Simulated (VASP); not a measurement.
# Na2S: single point with r2SCAN

Na2S:

```xyz
3
Lattice="0.0000 3.2225 3.2225 3.2225 0.0000 3.2225 3.2225 3.2225 0.0000" Properties=species:S:1:pos:R:3 pbc="T T T"
Na    1.6113    1.6113    1.6113
Na    4.8338    4.8338    4.8338
S     0.0000    0.0000    0.0000
```

This cell differs from its parent crystal: volume changed by -3%.

```yaml
Program: VASP 6.6.1
Task: single point
Functional: r2SCAN
Potentials_or_basis: VASP PAW PBE potentials, release 64 (Na_pv, S)
Cutoff: 550 eV
k_mesh: 6 × 6 × 6
Occupations: gaussian, width 0.01 eV
Spin: no spin polarisation
Dipole_correction: no
Further_INCAR_settings: ALGO = Normal; EDIFF = 1e-06; NBANDS = 17
```

```json
{
 "Pressure": "1.0 GPa",
 "Band gap on the k mesh": "3.22 eV, direct"
}
```

Levels at points of the mesh, in eV from the valence-band top:
| k point | band 6 | band 7 | band 8 | band 9 | band 10 | band 11 | band 12 | band 13 | band 14 | band 15 |
| --- | --- | --- | --- | --- | --- | --- | --- | --- | --- | --- |
| (0.00, 0.00, 0.00) | -22.90 | -10.62 | 0.00 | 0.00 | 0.00 | 3.22 | 8.58 | 8.58 | 8.58 | 9.93 |
| (0.50, 0.00, 0.00) | -22.93 | -10.34 | -1.68 | -0.13 | -0.13 | 5.70 | 7.11 | 7.76 | 7.76 | 12.20 |
| (0.50, 0.50, 0.00) | -22.88 | -10.26 | -1.48 | -0.46 | -0.46 | 4.22 | 6.87 | 9.69 | 10.83 | 10.83 |

It took 98 s on 1 thread of Intel(R) Xeon(R) Platinum 8259CL CPU @ 2.50GHz (Skylake/Cascade Lake), on a shared host, peak memory 0.2 GiB.

Caveat: the PAW data sets were made with another functional, which shifts forces and pressure a little.
